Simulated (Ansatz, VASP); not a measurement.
## One calculation of Si2Ni, two programs

```xyz
3
Lattice="0.0000 2.6932 2.6932 2.6932 0.0000 2.6932 2.6932 2.6932 0.0000" Properties=species:S:1:pos:R:3 pbc="T T T"
Si    1.3466    1.3466    1.3466
Si    4.0397    4.0397    4.0397
Ni    0.0000    0.0000    0.0000
```

Alike in both runs: task single point; functional PBE; k mesh 6 × 6 × 6; occupations gaussian, width 0.1 eV; no spin polarisation.

```csv
,VASP,Ansatz
version,VASP 6.6.1,Ansatz 0.2.0
potentials or method,"VASP PAW PBE potentials, release 64 (Si, Ni)","scalar-relativistic, plane waves, PAW"
plane-wave cutoff (eV),600,420
valence electrons in the cell,18,26
```

|  | VASP | Ansatz | Ansatz less VASP |
| --- | --- | --- | --- |
| gap on the k mesh at the Fermi level (eV) | none | none | - |
| pressure (GPa) | 5.6 | 5.7 | +0.14 |

A gap of «none» marks a metal or a gap that the smearing closes. With one functional, cell and mesh, what is left measures potentials, basis and numerics. VASP's potentials hold 18 valence electrons a cell and Ansatz's 26, so a difference there can come from the potentials and not from the codes.
